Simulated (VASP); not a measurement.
# BaLi2S2 in VASP: a series of runs

BaLi2S2 is run at these levels: PBE; tasks: single point.

Program: VASP 6.6.1. These are calculated values, not measurements. Logs are shortened: lines on timing, memory, paths and dates and some standing lists are left out, and cuts for length are marked.

## 1. The cell of the first run

It takes space group P-3m1 (No. 164, trigonal). The conventional cell has a = 4.398 Å, b = 4.398 Å, c = 7.226 Å, α = 90.00°, β = 90.00°, γ = 120.00°. Within 4.2 Å of Ba (site symmetry -3m) lie 6 S at 3.20 Å and 6 Li at 3.79 Å. Within 3.3 Å of Li (site symmetry 3m) lie 4 S at 2.47 to 2.68 Å and 3 Li at 3.00 Å. S (site symmetry 3m) has 4 Li at 2.47 to 2.68 Å and 3 Ba at 3.20 Å within 3.3 Å.

## 2. Single point, PBE (24.21 Å³/atom)

INCAR reads:

```
PREC = Accurate ; ENCUT = 520
EDIFF = 1E-6 ; ISMEAR = 0
SIGMA = 0.02 ; LREAL = False
LASPH = True ; NELM = 60
ALGO = Normal ; ISIF = 2
LWAVE = False ; LCHARG = False
GGA = PE ; NBANDS = 22
```

KPOINTS reads:

```
regular mesh
0
Gamma
  6 6 4
```

POSCAR reads:

```
BaLi2S2
1.0
    4.3983009566      0.0000000000      0.0000000000
   -2.1991504783      3.8090403619      0.0000000000
    0.0000000000      0.0000000000      7.2258231059
Ba Li S
1 2 2
Direct
    0.0000000000      0.0000000000      0.0000000000
    0.6666666667      0.3333333333      0.6107152067
    0.3333333333      0.6666666667      0.3892847933
    0.6666666667      0.3333333333      0.2693805397
    0.3333333333      0.6666666667      0.7306194603
```

Potentials or basis: VASP PAW PBE potentials, release 64 (Ba_sv, Li_sv, S).

The run is started by

```sh
$ cat potpaw_PBE.64/Ba_sv/POTCAR potpaw_PBE.64/Li_sv/POTCAR potpaw_PBE.64/S/POTCAR > POTCAR
$ mpirun -np 1 vasp_std > vasp.out
```

OUTCAR:

```text
PREC = Accurate
   ENCUT = 520
   EDIFF = 1E-6
   ISMEAR = 0
   LREAL = False
   LASPH = True
   NELM = 60
   ISIF = 2
   GGA = PE

 ion  position               nearest neighbor table
   1  0.000  0.000  0.000-   4 3.20   5 3.20   5 3.20   4 3.20   4 3.20   5 3.20
   2  0.667  0.333  0.611-   4 2.47   5 2.68   5 2.68   5 2.68
   3  0.333  0.667  0.389-   5 2.47   4 2.68   4 2.68   4 2.68
   4  0.667  0.333  0.269-   2 2.47   3 2.68   3 2.68   3 2.68   1 3.20   1 3.20   1 3.20
   5  0.333  0.667  0.731-   3 2.47   2 2.68   2 2.68   2 2.68   1 3.20   1 3.20   1 3.20

  LATTYP: Found a hexagonal cell.
 ALAT       =     4.3983009566
 C/A-ratio  =     1.6428669109

  Lattice vectors:

 A1 = (   4.3983009566,   0.0000000000,   0.0000000000)
 A2 = (  -2.1991504783,   3.8090403619,   0.0000000000)
 A3 = (   0.0000000000,   0.0000000000,   7.2258231059)

Analysis of symmetry for initial positions (statically):
=====================================================================
 Subroutine PRICEL returns:
 Original cell was already a primitive cell.

 Routine SETGRP: Setting up the symmetry group for a
 hexagonal supercell.

 Subroutine GETGRP returns: Found 12 space group operations
 (whereof 12 operations were pure point group operations)
 out of a pool of 24 trial point group operations.

The static configuration has the point symmetry D_3d.

Analysis of symmetry for dynamics (positions and initial velocities):
=====================================================================
 Subroutine PRICEL returns:
 Original cell was already a primitive cell.

 Routine SETGRP: Setting up the symmetry group for a
 hexagonal supercell.

 Subroutine GETGRP returns: Found 12 space group operations
 (whereof 12 operations were pure point group operations)
 out of a pool of 24 trial point group operations.

The dynamic configuration has the point symmetry D_3d.

 Subroutine INISYM returns: Found 12 space group operations
 (whereof 12 operations are pure point group operations),
 and found     1 'primitive' translations

----------------------------------------------------------------------------------------

                                     Primitive cell

  volume of cell :     121.0564

  direct lattice vectors                    reciprocal lattice vectors
     4.398300957  0.000000000  0.000000000     0.227360522  0.131266658  0.000000000
    -2.199150478  3.809040362  0.000000000     0.000000000  0.262533317  0.000000000
     0.000000000  0.000000000  7.225823106     0.000000000  0.000000000  0.138392538

  length of vectors
     4.398300957  4.398300957  7.225823106     0.262533317  0.262533317  0.138392538

  position of ions in fractional coordinates (direct lattice)
     0.000000000  0.000000000  0.000000000
     0.666666667  0.333333333  0.610715207
     0.333333333  0.666666667  0.389284793
     0.666666667  0.333333333  0.269380540
     0.333333333  0.666666667  0.730619460

  ion indices of the primitive-cell ions
   primitive index   ion index
                 1           1
                 2           2
                 3           3
                 4           4
                 5           5

----------------------------------------------------------------------------------------

 KPOINTS: regular mesh

Automatic generation of k-mesh.
 Grid dimensions read from file:
 generate k-points for:    6    6    4

 Generating k-lattice:

  Cartesian coordinates                     Fractional coordinates (reciprocal lattice)
     0.037893420  0.021877776  0.000000000     0.166666667  0.000000000  0.000000000
     0.000000000  0.043755553  0.000000000     0.000000000  0.166666667  0.000000000
     0.000000000  0.000000000  0.034598135     0.000000000  0.000000000  0.250000000

  Length of vectors
     0.043755553  0.043755553  0.034598135

  Shift w.r.t. Gamma in fractional coordinates (k-lattice)
     0.000000000  0.000000000  0.000000000

 Subroutine IBZKPT returns following result:
 ===========================================

 Found     24 irreducible k-points:

 Following reciprocal coordinates:
            Coordinates               Weight
  0.000000  0.000000  0.000000      1.000000
  0.166667  0.000000  0.000000      6.000000
  0.333333 -0.000000  0.000000      6.000000
  0.500000 -0.000000  0.000000      3.000000
  0.166667  0.166667  0.000000      6.000000
  0.333333  0.166667  0.000000     12.000000
[... 16 lines left out ...]
  0.333333  0.166667  0.500000     12.000000
  0.333333  0.333333  0.500000      2.000000
   k-points           NKPTS =     24   k-points in BZ     NKDIM =     24   number of bands    NBANDS=     22
   number of dos      NEDOS =    301   number of ions     NIONS =      5
   total plane-waves  NPLWV =  69984
   dimension x,y,z NGX =    36 NGY =   36 NGZ =   54
   dimension x,y,z NGXF=    72 NGYF=   72 NGZF=  108
   ions per type =               1   2   2
   NGX,Y,Z   is equivalent  to a cutoff of  13.61, 13.61, 12.42 a.u.
   NGXF,Y,Z  is equivalent  to a cutoff of  27.21, 27.21, 24.85 a.u.
 SYSTEM =  unknown system
   PREC   = accura    normal or accurate (medium, high low for compatibility)
   ISTART =      0    job   : 0-new  1-cont  2-samecut
   ICHARG =      2    charge: 1-file 2-atom 10-const
   ISPIN  =      1    spin polarized calculation?
   LNONCOLLINEAR =      F non collinear calculations
   LSORBIT =      F    spin-orbit coupling
   LASPH  =      T    aspherical Exc in radial PAW
   ENCUT  =  520.0 eV  38.22 Ry    6.18 a.u.   8.18  8.18 13.44*2*pi/ulx,y,z
   NELM   =     60;   NELMIN=  2; NELMDL= -5     # of ELM steps
   EDIFF  = 0.1E-05   stopping-criterion for ELM
   LREAL  =      F    real-space projection
   EDIFFG = 0.1E-04   stopping-criterion for IOM
   NSW    =      0    number of steps for IOM
   IBRION =     -1    ionic relax: 0-MD 1-quasi-New 2-CG
   NFREE  =      0    steps in history (QN), initial steepest desc. (CG)
   ISIF   =      2    stress and relaxation
   ISYM   =      2    0-nonsym 1-usesym 2-fastsym
   POTIM  = 0.5000    time-step for ionic-motion
   TEBEG  =    0.0;   TEEND  =   0.0 temperature during run
   PSTRESS=    0.0 pullay stress
   NELECT =      28.0000    total number of electrons
   NUPDOWN=      -1.0000    fix difference up-down
   EMIN   =  10.00;   EMAX   =-10.00  energy-range for DOS
   EFERMI =   0.00;   METHOD = LEGACY
   ISMEAR =     0;   SIGMA  =   0.02  broadening in eV -4-tet -1-fermi 0-gaus
   EFERMI_NEDOS =   21; number of points for ismear=-14 and -15
   IALGO  =     38    algorithm
   IMIX   =      4    mixing-type and parameters
     AMIX     =   0.40;   BMIX     =  1.00
     AMIX_MAG =   1.60;   BMIX_MAG =  1.00
  volume/ion in A,a.u.               =      24.21       163.39
  Fermi-wavevector in a.u.,A,eV,Ry     =   1.004920  1.899024 13.740041  1.009865
  Thomas-Fermi vector in A             =   2.137567
   LORBIT       =      0    0 simple, 1 ext, 2 COOP (PROOUT), +10 PAW based schemes
   GGA     = PE    functional components
   LHFCALC =     F    Hartree Fock is set to
   AEXX    =    0.0000 exact exchange contribution
   IVDW    =     0    specifies the selected vdW correction
   LEPSILON=     F    determine dielectric tensor
   LRPA    =     F    only Hartree local field effects (RPA)
 non-spin polarized calculation
 Gauss-broadening in eV      SIGMA  =   0.02
  energy-cutoff  :      520.00
  volume of cell :      121.06
 maximum number of plane-waves:      3297
 NGX is ok and might be reduce to    36
   NGX = 17   NGY = 17   NGZ = 27

 number of electron      28.0000002 magnetization

 Free energy of the ion-electron system (eV)
  ---------------------------------------------------
  ext. energy  EPLUGINS =         0.00000000
  ---------------------------------------------------
  free energy    TOTEN  =       -21.89886799 eV

  energy without entropy =      -21.89886799  energy(sigma->0) =      -21.89886799

 E-fermi :   1.2296     XC(G=0):  -8.2478

 val. band max:        1.0116043718   @ k =   0.0000   0.0000   0.0000
 cond. band min:       3.8285114080   @ k =   0.5000  -0.0000   0.0000
 fundamental gap:      2.8169070362
 Fermi energy:         1.2295539062

 k-point     1 :       0.0000    0.0000    0.0000
  band No.  band energies     occupation
      1     -43.5587      2.00000
      2     -43.5473      2.00000
      3     -25.1840      2.00000
      4     -10.9582      2.00000
      5     -10.2539      2.00000
      6     -10.2539      2.00000
[... 14 lines left out ...]
     21       6.2764      0.00000
     22       8.2788      0.00000

 k-point     2 :       0.1667    0.0000    0.0000
  band No.  band energies     occupation
      1     -43.5579      2.00000
      2     -43.5479      2.00000
      3     -25.1743      2.00000
      4     -10.8633      2.00000
      5     -10.5379      2.00000
      6     -10.2836      2.00000
[... 14 lines left out ...]
     21       7.3198      0.00000
     22       7.9367      0.00000

 k-point     3 :       0.3333   -0.0000    0.0000
  band No.  band energies     occupation
      1     -43.5561      2.00000
      2     -43.5496      2.00000
      3     -25.1547      2.00000
      4     -10.9451      2.00000
      5     -10.5859      2.00000
      6     -10.3418      2.00000
[... 14 lines left out ...]
     21       8.0615      0.00000
     22       8.5969      0.00000

 k-point     4 :       0.5000   -0.0000    0.0000
  band No.  band energies     occupation
      1     -43.5547      2.00000
      2     -43.5509      2.00000
      3     -25.1449      2.00000
      4     -11.0921      2.00000
      5     -10.4199      2.00000
      6     -10.3704      2.00000
[... 14 lines left out ...]
     21       8.3317      0.00000
     22       8.4737      0.00000

 k-point     5 :       0.1667    0.1667    0.0000
  band No.  band energies     occupation
      1     -43.5567      2.00000
      2     -43.5491      2.00000
      3     -25.1596      2.00000
      4     -10.8004      2.00000
      5     -10.7086      2.00000
      6     -10.3583      2.00000
[... 14 lines left out ...]
     21       8.0087      0.00000
     22       8.2258      0.00000

 k-point     6 :       0.3333    0.1667    0.0000
  band No.  band energies     occupation
      1     -43.5547      2.00000
      2     -43.5509      2.00000
      3     -25.1449      2.00000
      4     -10.9908      2.00000
      5     -10.5591      2.00000
      6     -10.4126      2.00000
[... 14 lines left out ...]
     21       8.5547      0.00000
     22       8.8123      0.00000

 k-point     7 :       0.3333    0.3333    0.0000
  band No.  band energies     occupation
      1     -43.5528      2.00000
      2     -43.5528      2.00000
      3     -25.1400      2.00000
      4     -10.8264      2.00000
      5     -10.8264      2.00000
      6     -10.3798      2.00000
[... 324 lines left out ...]
      6     -10.3416      2.00000
[... 14 lines left out ...]
     21       7.8152      0.00000
     22       8.8577      0.00000

 k-point    21 :       0.5000   -0.0000    0.5000
  band No.  band energies     occupation
      1     -43.5547      2.00000
      2     -43.5509      2.00000
      3     -25.1449      2.00000
      4     -11.0868      2.00000
      5     -10.4225      2.00000
      6     -10.3701      2.00000
[... 14 lines left out ...]
     21       8.5841      0.00000
     22       8.6896      0.00000

 k-point    22 :       0.1667    0.1667    0.5000
  band No.  band energies     occupation
      1     -43.5566      2.00000
      2     -43.5490      2.00000
      3     -25.1596      2.00000
      4     -10.7897      2.00000
      5     -10.7281      2.00000
      6     -10.3582      2.00000
[... 14 lines left out ...]
     21       7.9043      0.00000
     22       8.4806      0.00000

 k-point    23 :       0.3333    0.1667    0.5000
  band No.  band energies     occupation
      1     -43.5547      2.00000
      2     -43.5509      2.00000
      3     -25.1449      2.00000
      4     -10.9856      2.00000
      5     -10.5629      2.00000
      6     -10.4146      2.00000
[... 14 lines left out ...]
     21       8.3949      0.00000
     22       8.6407      0.00000

 k-point    24 :       0.3333    0.3333    0.5000
  band No.  band energies     occupation
      1     -43.5528      2.00000
      2     -43.5528      2.00000
      3     -25.1400      2.00000
      4     -10.8250      2.00000
      5     -10.8250      2.00000
      6     -10.3818      2.00000
[... 14 lines left out ...]
     21       8.5716      0.00000
     22       8.5716      0.00000

------------------------ aborting loop because EDIFF is reached ----------------------------------------

  FORCE on cell =-STRESS in cart. coord.  units (eV):
  Direction    XX          YY          ZZ          XY          YZ          ZX
  --------------------------------------------------------------------------------------
  -------------------------------------------------------------------------------------
  Total       -1.2470553     -1.2470553     -1.2961503      0.0000000     -0.0000000      0.0000000
  in kB      -16.5047314    -16.5047314    -17.1545022      0.0000000     -0.0000000      0.0000000
  external PRESSURE =     -16.7213217 kB  Pullay stress =       0.0000000 kB

 VOLUME and BASIS-vectors are now :
 -----------------------------------------------------------------------------
  energy-cutoff  :      520.00
  volume of cell :      121.06
      direct lattice vectors                 reciprocal lattice vectors
     4.398300957  0.000000000  0.000000000     0.227360522  0.131266658  0.000000000
    -2.199150478  3.809040362  0.000000000     0.000000000  0.262533317  0.000000000
     0.000000000  0.000000000  7.225823106     0.000000000  0.000000000  0.138392538

 POSITION                                       TOTAL-FORCE (eV/Angst)
 -----------------------------------------------------------------------------------
      0.00000      0.00000      0.00000        -0.000000     -0.000000      0.000000
      2.19915      1.26968      4.41292         0.000000      0.000000     -0.003762
     -0.00000      2.53936      2.81290        -0.000000     -0.000000      0.003762
      2.19915      1.26968      1.94650         0.000000      0.000000      0.063526
     -0.00000      2.53936      5.27933         0.000000     -0.000000     -0.063526
 -----------------------------------------------------------------------------------
    total drift:                                0.000000      0.000000      0.000000

  FREE ENERGIE OF THE ION-ELECTRON SYSTEM (eV)
  ---------------------------------------------------
  free  energy   TOTEN  =       -21.8988679924 eV

  energy  without entropy=      -21.8988679924  energy(sigma->0) =      -21.89886799
```

It took 40 s on 1 thread of AMD EPYC 9R45 (Zen 5), shared host; peak memory 0.25 GiB.

Results:

```
Free energy            : -21.8989 eV
Largest force          : 0.064 eV/Å
Band gap on the k mesh : 2.82 eV (least direct gap 3.14 eV)
```

Forces in eV/Å, atoms in the order of the input:
```
Ba   0.000  0.000  0.000
Li   0.000  0.000 -0.004
Li   0.000  0.000  0.004
S    0.000  0.000  0.064
S    0.000  0.000 -0.064
```

Caveat: the cutoff is under 1.25 times the usual one of these potentials, so pressure, stress and relaxed cells hold a basis-set (Pulay) error; spin-orbit coupling is left out, which moves the levels of the heavy elements. A k mesh can miss the band edges.

## 3. Single point, PBE (25.12 Å³/atom)

This run uses another cell than the first one, of 25.12 Å³/atom.

INCAR reads:

```
PREC = Accurate
ENCUT = 520
EDIFF = 1E-6
ISMEAR = 0
SIGMA = 0.02
LREAL = False
LASPH = True
NELM = 100
ALGO = Normal
ISIF = 2
LWAVE = False
LCHARG = False
GGA = PE
NBANDS = 22
```

KPOINTS reads:

```
Automatic mesh
0
Gamma
  6 6 4
```

POSCAR reads:

```
BaLi2S2
1.0
    4.4656746544      0.0000000000      0.0000000000
   -2.2328373272      3.8673876957      0.0000000000
    0.0000000000      0.0000000000      7.2739426441
Ba Li S
1 2 2
Direct
    0.0000000000      0.0000000000      0.0000000000
    0.6666666667      0.3333333333      0.6092979937
    0.3333333333      0.6666666667      0.3907020063
    0.6666666667      0.3333333333      0.2678852133
    0.3333333333      0.6666666667      0.7321147867
```

Potentials or basis: VASP PAW PBE potentials, release 64 (Ba_sv, Li_sv, S).

The run is started by

```sh
$ cat potpaw_PBE.64/Ba_sv/POTCAR potpaw_PBE.64/Li_sv/POTCAR potpaw_PBE.64/S/POTCAR > POTCAR
$ mpirun -np 1 vasp_std > vasp.out
```

Wall time 40 s (1 thread of AMD EPYC 9R45 (Zen 5), shared host); peak memory 0.25 GiB.

The run converged. Its results:

| Quantity | Value |
| --- | --- |
| Free energy | -21.8360 eV |
| Largest force | 0.062 eV/Å |
| Band gap on the k mesh | 2.86 eV (least direct gap 3.20 eV) |

Forces on the atoms (eV/Å):
```
Ba   0.000  0.000  0.000
Li   0.000  0.000 -0.002
Li   0.000  0.000  0.002
S    0.000  0.000  0.062
S    0.000  0.000 -0.062
```

Levels at points of the mesh, in eV from the valence-band top:
| k point | band 10 | band 11 | band 12 | band 13 | band 14 | band 15 | band 16 | band 17 | band 18 | band 19 |
| --- | --- | --- | --- | --- | --- | --- | --- | --- | --- | --- |
| (0.00, 0.00, 0.00) | -0.72 | -0.72 | -0.10 | 0.00 | 0.00 | 3.25 | 4.06 | 4.65 | 4.65 | 5.06 |
| (0.50, 0.00, 0.00) | -1.10 | -1.05 | -0.77 | -0.67 | -0.66 | 2.86 | 5.60 | 5.66 | 6.39 | 6.68 |
| (0.00, 0.00, 0.50) | -1.20 | -0.53 | -0.53 | -0.27 | -0.27 | 4.17 | 4.39 | 4.48 | 4.48 | 4.63 |
| (0.50, 0.00, 0.50) | -1.46 | -1.15 | -1.06 | -0.33 | -0.20 | 2.99 | 4.48 | 5.45 | 5.96 | 6.53 |

Caveat: the cutoff is under 1.25 times the usual one of these potentials, so pressure, stress and relaxed cells hold a basis-set (Pulay) error; spin-orbit coupling is left out, which moves the levels of the heavy elements. A k mesh can miss the band edges.

[end of part 1 of 2]
